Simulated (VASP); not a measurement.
# Al in VASP: further runs

The runs below take Al through single point, with PBEsol.

Everything below comes from runs of VASP 6.6.1. Logs are shortened: lines on timing, memory, paths and dates and some standing lists are left out, and cuts for length are marked.

## Step 1: The cell of the first run

Symmetry: I4/mmm, No. 139, tetragonal system. The conventional cell has a = 3.241 Å, b = 3.241 Å, c = 3.289 Å, α = 90.00°, β = 90.00°, γ = 90.00°. Al (site symmetry 4/mmm) has 14 Al at 2.82 to 3.29 Å within 3.7 Å.

## Step 2: Single point, PBEsol (strained)

The input, INCAR:

```
SYSTEM = Al
PREC = Accurate
ENCUT = 520
EDIFF = 1E-6
ISMEAR = 0
SIGMA = 0.1
LREAL = .FALSE.
LASPH = .TRUE.
NELM = 80
ALGO = Normal
ISIF = 2
LWAVE = .FALSE.
LCHARG = .FALSE.
GGA = PS
NBANDS = 8
```

The input, KPOINTS:

```
regular mesh
0
G
  16 16 16
  0 0 0
```

The input, POSCAR:

```
Al
1.0
   -1.6444449552      1.6205766748      1.6205766748
    1.6444449552     -1.6205766748      1.6205766748
    1.6444449552      1.6205766748     -1.6205766748
Al
1
Direct
    0.0000000000      0.0000000000      0.0000000000
```

Potentials or basis: VASP PAW PBE potentials, release 64 (Al).

Command:

```
> cat potpaw_PBE.64/Al/POTCAR > POTCAR
> mpirun -np 1 vasp_std > vasp.out
```

OUTCAR:

```text
SYSTEM = Al
   PREC = Accurate
   ENCUT = 520
   EDIFF = 1E-6
   ISMEAR = 0
   LREAL = .FALSE.
   LASPH = .TRUE.
   NELM = 80
   ISIF = 2
   GGA = PS

 ion  position               nearest neighbor table
   1  0.000  0.000  0.000-

  LATTYP: Found a body centered tetragonal cell.
 ALAT       =     3.2411533496
 C/A-ratio  =     1.0147282636

  Lattice vectors:

 A1 = (  -1.6444449552,   1.6205766748,  -1.6205766748)
 A2 = (  -1.6444449552,  -1.6205766748,   1.6205766748)
 A3 = (   1.6444449552,   1.6205766748,   1.6205766748)

Analysis of symmetry for initial positions (statically):
=====================================================================
 Subroutine PRICEL returns:
 Original cell was already a primitive cell.

 Routine SETGRP: Setting up the symmetry group for a
 body centered tetragonal supercell.

 Subroutine GETGRP returns: Found 16 space group operations
 (whereof 16 operations were pure point group operations)
 out of a pool of 16 trial point group operations.

The static configuration has the point symmetry D_4h.

Analysis of symmetry for dynamics (positions and initial velocities):
=====================================================================
 Subroutine PRICEL returns:
 Original cell was already a primitive cell.

 Routine SETGRP: Setting up the symmetry group for a
 body centered tetragonal supercell.

 Subroutine GETGRP returns: Found 16 space group operations
 (whereof 16 operations were pure point group operations)
 out of a pool of 16 trial point group operations.

The dynamic configuration has the point symmetry D_4h.

 Subroutine INISYM returns: Found 16 space group operations
 (whereof 16 operations are pure point group operations),
 and found     1 'primitive' translations

----------------------------------------------------------------------------------------

                                     Primitive cell

  volume of cell :      17.2750

  direct lattice vectors                    reciprocal lattice vectors
    -1.644444955  1.620576675  1.620576675     0.000000000  0.308532146  0.308532146
     1.644444955 -1.620576675  1.620576675     0.304053960  0.000000000  0.308532146
     1.644444955  1.620576675 -1.620576675     0.304053960  0.308532146  0.000000000

  length of vectors
     2.820768819  2.820768819  2.820768819     0.436330346  0.433175364  0.433175364

  position of ions in fractional coordinates (direct lattice)
     0.000000000  0.000000000  0.000000000

  ion indices of the primitive-cell ions
   primitive index   ion index
                 1           1

----------------------------------------------------------------------------------------

 KPOINTS: regular mesh

Automatic generation of k-mesh.
 Grid dimensions read from file:
 generate k-points for:   16   16   16

 Generating k-lattice:

  Cartesian coordinates                     Fractional coordinates (reciprocal lattice)
     0.000000000  0.019283259  0.019283259     0.062500000  0.000000000  0.000000000
     0.019003372  0.000000000  0.019283259    -0.000000000  0.062500000  0.000000000
     0.019003372  0.019283259  0.000000000    -0.000000000  0.000000000  0.062500000

  Length of vectors
     0.027270647  0.027073460  0.027073460

  Shift w.r.t. Gamma in fractional coordinates (k-lattice)
     0.000000000  0.000000000  0.000000000

 Subroutine IBZKPT returns following result:
 ===========================================

 Found    349 irreducible k-points:

 Following reciprocal coordinates:
            Coordinates               Weight
  0.000000  0.000000  0.000000      1.000000
  0.062500  0.000000  0.000000      4.000000
  0.125000  0.000000  0.000000      4.000000
  0.187500  0.000000  0.000000      4.000000
  0.250000  0.000000  0.000000      4.000000
  0.312500  0.000000  0.000000      4.000000
[... 16 lines left out ...]
  0.312500  0.125000  0.000000     16.000000
  0.375000  0.125000  0.000000     16.000000
 [... further k-points ...]
   k-points           NKPTS =    349   k-points in BZ     NKDIM =    349   number of bands    NBANDS=      8
   number of dos      NEDOS =    301   number of ions     NIONS =      1
   total plane-waves  NPLWV =  13824
   dimension x,y,z NGX =    24 NGY =   24 NGZ =   24
   dimension x,y,z NGXF=    48 NGYF=   48 NGZF=   48
   ions per type =               1
   NGX,Y,Z   is equivalent  to a cutoff of  14.14, 14.14, 14.14 a.u.
   NGXF,Y,Z  is equivalent  to a cutoff of  28.29, 28.29, 28.29 a.u.
 SYSTEM =  Al
   PREC   = accura    normal or accurate (medium, high low for compatibility)
   ISTART =      0    job   : 0-new  1-cont  2-samecut
   ICHARG =      2    charge: 1-file 2-atom 10-const
   ISPIN  =      1    spin polarized calculation?
   LNONCOLLINEAR =      F non collinear calculations
   LSORBIT =      F    spin-orbit coupling
   LASPH  =      T    aspherical Exc in radial PAW
   ENCUT  =  520.0 eV  38.22 Ry    6.18 a.u.   5.24  5.24  5.24*2*pi/ulx,y,z
[... 63 lines left out ...]
      5      21.4106      0.00000
      6      21.5398      0.00000
      7      21.5398      0.00000
      8      23.2119      0.00000

 k-point     2 :       0.0625    0.0000    0.0000
  band No.  band energies     occupation
      1      -3.2216      2.00000
      2      19.1958      0.00000
      3      19.4246      0.00000
      4      19.8896      0.00000
      5      21.0575      0.00000
      6      22.1047      0.00000
      7      22.5129      0.00000
      8      22.7580      0.00000

 k-point     3 :       0.1250    0.0000    0.0000
  band No.  band energies     occupation
      1      -2.8918      2.00000
      2      16.7921      0.00000
      3      18.2993      0.00000
      4      18.9454      0.00000
      5      20.1312      0.00000
      6      21.4090      0.00000
      7      23.1902      0.00000
      8      23.6713      0.00000

 k-point     4 :       0.1875    0.0000    0.0000
  band No.  band energies     occupation
      1      -2.3437      2.00000
      2      14.2576      0.00000
      3      17.3278      0.00000
      4      17.9529      0.00000
      5      19.1993      0.00000
      6      20.5697      0.00000
      7      23.9716      0.00000
      8      24.1263      0.00000

 k-point     5 :       0.2500    0.0000    0.0000
  band No.  band energies     occupation
      1      -1.5798      2.00000
      2      11.7995      0.00000
      3      16.5312      0.00000
      4      17.0746      0.00000
      5      18.3900      0.00000
      6      19.8356      0.00000
      7      24.7387      0.00000
      8      24.8721      0.00000

 k-point     6 :       0.3125    0.0000    0.0000
  band No.  band energies     occupation
      1      -0.6032      2.00000
      2       9.4824      0.00000
      3      15.9124      0.00000
      4      16.3668      0.00000
      5      17.7440      0.00000
      6      19.2284      0.00000
      7      25.5062      0.00000
      8      25.9140      0.00000

 k-point     7 :       0.3750    0.0000    0.0000
  band No.  band energies     occupation
      1       0.5815      2.00000
      2       7.3323      1.95182
      3      15.4713      0.00000
      4      15.8520      0.00000
      5      17.2767      0.00000
      6      18.7743      0.00000
      7      26.4042      0.00000
      8      27.0856      0.00000
[... 133 lines left out ...]
 k-point    20 :       0.1250    0.1250    0.0000
  band No.  band energies     occupation
      1      -2.0221      2.00000
      2      14.1868      0.00000
      3      14.5731      0.00000
      4      17.2573      0.00000
      5      20.7221      0.00000
      6      21.1263      0.00000
      7      23.7493      0.00000
      8      24.2591      0.00000

 k-point    21 :       0.1875    0.1250    0.0000
  band No.  band energies     occupation
      1      -1.2598      2.00000
      2      12.0671      0.00000
      3      13.3816      0.00000
      4      16.4552      0.00000
      5      19.9910      0.00000
      6      21.5345      0.00000
      7      23.5991      0.00000
      8      25.8351      0.00000

 k-point    22 :       0.2500    0.1250    0.0000
  band No.  band energies     occupation
      1      -0.2854      2.00000
      2       9.7712      0.00000
      3      12.6817      0.00000
      4      15.8098      0.00000
      5      19.3599      0.00000
      6      21.7414      0.00000
      7      23.7274      0.00000
      8      27.4166      0.00000

 k-point    23 :       0.3125    0.1250    0.0000
  band No.  band energies     occupation
      1       0.8968      2.00000
      2       7.6313      0.02427
      3      12.1822      0.00000
      4      15.3411      0.00000
      5      18.8915      0.00000
      6      21.6487      0.00000
      7      24.4349      0.00000
      8      28.3907      0.00000

 k-point    24 :       0.3750    0.1250    0.0000
  band No.  band energies     occupation
      1       2.2794      2.00000
      2       5.6707      2.00000
      3      11.8819      0.00000
      4      15.0576      0.00000
      5      18.6052      0.00000
      6      21.5030      0.00000
      7      25.4720      0.00000
      8      28.0701      0.00000

 [... further k-points ...]

------------------------ aborting loop because EDIFF is reached ----------------------------------------

  FORCE on cell =-STRESS in cart. coord.  units (eV):
  Direction    XX          YY          ZZ          XY          YZ          ZX
  --------------------------------------------------------------------------------------
  -------------------------------------------------------------------------------------
  Total       -0.2115195     -0.3280223     -0.3280223      0.0000000      0.0000000     -0.0000000
  in kB      -19.6174488    -30.4225390    -30.4225390      0.0000000      0.0000000     -0.0000000
  external PRESSURE =     -26.8208423 kB  Pullay stress =       0.0000000 kB

 VOLUME and BASIS-vectors are now :
 -----------------------------------------------------------------------------
  energy-cutoff  :      520.00
  volume of cell :       17.28
      direct lattice vectors                 reciprocal lattice vectors
    -1.644444955  1.620576675  1.620576675     0.000000000  0.308532146  0.308532146
     1.644444955 -1.620576675  1.620576675     0.304053960  0.000000000  0.308532146
     1.644444955  1.620576675 -1.620576675     0.304053960  0.308532146  0.000000000

 POSITION                                       TOTAL-FORCE (eV/Angst)
 -----------------------------------------------------------------------------------
      0.00000      0.00000      0.00000        -0.000000     -0.000000     -0.000000
 -----------------------------------------------------------------------------------
    total drift:                               -0.000000      0.000000      0.000000

  FREE ENERGIE OF THE ION-ELECTRON SYSTEM (eV)
  ---------------------------------------------------
  free  energy   TOTEN  =        -3.9851946190 eV

  energy  without entropy=       -3.9823612468  energy(sigma->0) =       -3.98377793
```

Run time: 25 s. Hardware: 1 thread of AMD EPYC 7R13 (Zen 3), shared host; peak memory 0.13 GiB.

Results:

- Free energy: -3.9852 eV
- Pressure: -2.7 GPa
- Band gap on the k mesh: zero (an odd number of electrons rules out a gap without spin polarisation)

Levels at points of the mesh, in eV from the Fermi level:
```csv
k point,band 1,band 2,band 3,band 4,band 5,band 6
"(0.00, 0.00, 0.00)",-10.80,12.87,12.87,13.20,13.94,14.07
"(0.50, 0.00, 0.00)",-4.09,-3.71,7.65,7.96,9.43,10.93
"(0.00, 0.50, 0.00)",-4.16,-3.84,7.91,8.26,9.77,11.09
"(0.50, 0.50, 0.50)",1.54,1.93,1.93,2.95,3.13,5.09
```

Caveat: the cell differs from its parent crystal (strained); the PAW data sets were made with another functional, which shifts forces and pressure a little.

## Step 3: Single point, PBEsol (strained)

The input, INCAR:

```
ALGO = Normal
EDIFF = 1E-6
ENCUT = 520
GGA = PS
ISIF = 2
ISMEAR = 0
LASPH = True
LCHARG = False
LREAL = False
LWAVE = False
NBANDS = 8
NELM = 100
PREC = Accurate
SIGMA = 0.1
```

The input, KPOINTS:

```
k-points
0
Gamma
  16 16 16
```

The input, POSCAR:

```
Al
1.0
   -1.5524406905      1.5659024006      1.5431161490
    1.5524406905     -1.5889114229      1.5661251713
    1.5524406905      1.5889114229     -1.5661251713
Al
1
Direct
    0.0000000000      0.0000000000      0.0000000000
```

Potentials or basis: VASP PAW PBE potentials, release 64 (Al).

Command:

```
> cat potpaw_PBE.64/Al/POTCAR > POTCAR
> mpirun -np 1 vasp_std > vasp.out
```

Wall time 50 s (1 thread of AMD EPYC 7R13 (Zen 3), shared host); peak memory 0.18 GiB.

It converged, with:

```yaml
Free_energy: -3.9617 eV
Pressure: 7.4 GPa
Band_gap_on_the_k_mesh: zero (an odd number of electrons rules out a gap without spin polarisation)
```

Stress tensor (GPa, compression positive):
```
6.87 0.00 0.00
0.00 8.53 0.33
0.00 0.33 6.90
```

Levels at points of the mesh, in eV from the Fermi level:
```
           k point  band 1  band 2  band 3  band 4
(0.00, 0.00, 0.00)  -11.71   13.56   13.59   14.01
(0.50, 0.00, 0.00)   -4.59   -3.88    8.53    8.75
(0.00, 0.50, 0.00)   -4.58   -3.87    8.21    8.55
(0.50, 0.50, 0.00)   -4.66   -4.00    8.52    8.85
(0.00, 0.50, 0.50)   -4.74   -4.16    8.60    9.05
(0.50, 0.50, 0.50)    1.69    2.14    2.17    2.73
```

Caveat: the cell differs from its parent crystal (strained); the cell stands under pressure; the PAW data sets were made with another functional, which shifts forces and pressure a little.

## Step 4: Single point, PBEsol

This run uses another cell than the first one: it holds 4 atoms, not 1.

The input, INCAR:

```
ALGO = Fast
EDIFF = 1E-6
ENCUT = 520
GGA = PS
ISIF = 2
ISMEAR = 0
LASPH = True
LCHARG = False
LREAL = False
LWAVE = False
NBANDS = 14
NELM = 80
PREC = Accurate
SIGMA = 0.15
```

The input, KPOINTS:

```
k-points
0
Gamma
  22 22 7
```

The input, POSCAR:

```
Al
1.0
   -1.6064390039      1.6064390039     -1.6064390039
   -1.6064390039     -1.6064390039      1.6064390039
    0.0000000000      6.4257560155      6.4257560155
Al
4
Direct
    0.0000000000      0.0000000000      0.0000000000
    0.5000000000      0.5000000000      0.2500000000
    0.0000000000      0.0000000000      0.5000000000
    0.5000000000      0.5000000000      0.7500000000
```

Command:

```
> cat potpaw_PBE.64/Al/POTCAR > POTCAR
> mpirun -np 1 vasp_std > vasp.out
```

It took 12 min on 1 thread of AMD EPYC 7R13, shared host; peak memory 0.44 GiB.

Results (log left out):

* Free energy: -15.9877 eV
* Pressure: 0.0 GPa
* Band gap on the k mesh: zero (bands 6 and 7 overlap by 6.52 eV)

Levels at points of the mesh, in eV from the Fermi level:
```
           k point  band 4  band 5  band 6  band 7  band 8  band 9
(0.00, 0.00, 0.00)   -4.31   -3.86    4.27    4.27    8.11    8.24
(0.50, 0.00, 0.00)   -4.31   -3.86   -3.86    0.69    0.69    1.33
(0.50, 0.50, 0.00)   -2.64   -2.14   -2.14    1.85    1.85    1.85
```

Caveat: the PAW data sets were made with another functional, which shifts forces and pressure a little.

## Step 5: Single point, PBEsol (strained)

The input, INCAR:

```
SYSTEM = Al
ALGO     = Normal         ! electronic algorithm
EDIFF    = 1E-6           ! SCF threshold, eV
ENCUT    = 520            ! plane-wave cutoff, eV
GGA      = PS             ! functional
ISIF     = 2              ! what is computed and relaxed
ISMEAR   = 0              ! smearing method
LASPH    = .True.         ! aspherical terms in the spheres
LCHARG   = .False.        ! write CHGCAR
LREAL    = .False.        ! projectors in reciprocal space
LWAVE    = .False.        ! write WAVECAR
NBANDS   = 8              ! bands
NELM     = 80             ! most SCF steps
PREC     = Accurate       ! precision mode
SIGMA    = 0.1            ! smearing width, eV
```

The input, KPOINTS:

```
k-points
0
Gamma
  18 18 18
  0 0 0
```

The input, POSCAR:

```
Al
1.0
   -1.5457098355      1.5457098355      1.5457098355
    1.5457098355     -1.5457098355      1.5457098355
    1.5457098355      1.5457098355     -1.5457098355
Al
1
Direct
    0.0000000000      0.0000000000      0.0000000000
```

Command:

```
> cat potpaw_PBE.64/Al/POTCAR > POTCAR
> mpirun -np 1 vasp_std > vasp.out
```

Run time: 5.3 s. Hardware: 1 thread of Intel Xeon 6975P-C (Granite Rapids), shared host; peak memory 0.12 GiB.

The run converged. Its results:

| Quantity | Value |
| --- | --- |
| Free energy | -3.9399 eV |
| Pressure | 10.9 GPa |
| Band gap on the k mesh | zero (an odd number of electrons rules out a gap without spin polarisation) |

Levels at points of the mesh, in eV from the Fermi level:
```tsv
k point	band 1	band 2	band 3	band 4	band 5
(0.00, 0.00, 0.00)	-11.95	13.89	13.89	13.89	16.35
(0.50, 0.00, 0.00)	-4.78	-4.03	8.48	9.01	10.73
(0.50, 0.50, 0.50)	2.03	2.03	2.03	2.75	2.75
```

Caveat: the cell differs from its parent crystal (strained); the cell stands under pressure; the PAW data sets were made with another functional, which shifts forces and pressure a little.

## Step 6: Single point, PBEsol (strained)

Changes to INCAR since step 5:

```diff
@@ -12,3 +12,3 @@
 NBANDS   = 8              ! bands
-NELM     = 80             ! most SCF steps
+NELM     = 100            ! most SCF steps
 PREC     = Accurate       ! precision mode
```

KPOINTS is that of step 5.

The input, POSCAR:

```
Al
1.0
   -1.5820691825      1.5820691825      1.5820691825
    1.5820691825     -1.5820691825      1.5820691825
    1.5820691825      1.5820691825     -1.5820691825
Al
1
Direct
    0.0000000000      0.0000000000      0.0000000000
```

Potentials or basis: VASP PAW PBE potentials, release 64 (Al).

Command:

```
> cat potpaw_PBE.64/Al/POTCAR > POTCAR
> mpirun -np 1 vasp_std > vasp.out
```

Wall time 5.3 s (1 thread of Intel Xeon 6975P-C (Granite Rapids), shared host); peak memory 0.13 GiB.

The run converged. Its results:

```
Free energy            : -3.9876 eV
Pressure               : 3.8 GPa
Band gap on the k mesh : zero (an odd number of electrons rules out a gap without spin polarisation)
```

Levels at points of the mesh, in eV from the Fermi level:
```csv
k point,band 1,band 2,band 3,band 4,band 5
"(0.00, 0.00, 0.00)",-11.44,13.47,13.47,13.47,15.27
"(0.50, 0.00, 0.00)",-4.50,-3.93,8.33,8.45,10.23
"(0.50, 0.50, 0.50)",1.91,1.91,1.91,2.89,2.89
```

Caveat: the cell differs from its parent crystal (strained); the cell stands under pressure; the PAW data sets were made with another functional, which shifts forces and pressure a little.

## Step 7: Overview

| cell | k mesh | smearing | gap on the mesh (eV) | pressure (GPa) |
| --- | --- | --- | --- | --- |
| a = 2.821 Å, angles 108.7, 109.9, 109.9°, 1 atom, atomic positions A | 16 × 16 × 16 | gaussian 0.1 eV | none | -2.7 |
| a = 2.691, b = 2.718, c = 2.718 Å, angles 110.3, 108.6, 109.8°, 1 atom, atomic positions A | 16 × 16 × 16 | gaussian 0.1 eV | none | 7.4 |
| a = 2.782, b = 2.782, c = 9.087 Å, angles 90.0, 90.0, 109.5°, 4 atoms, atomic positions B | 22 × 22 × 7 | gaussian 0.15 eV | none | 0.0 |
| a = 2.677 Å, angles 109.5°, 1 atom, atomic positions A | 18 × 18 × 18 | gaussian 0.1 eV | none | 10.9 |
| a = 2.740 Å, angles 109.5°, 1 atom, atomic positions A | 18 × 18 × 18 | gaussian 0.1 eV | none | 3.8 |

Alike in all rows: task single point; level PBEsol; potentials or basis VASP PAW PBE potentials, release 64 (Al); no spin polarisation; cutoff (eV) 520.

Caveats: the PAW data sets were made with another functional, which shifts forces and pressure a little; the cell stands under pressure (at least some runs).

Total energies depend on the potentials used, so only differences within one code and one set of settings carry meaning.
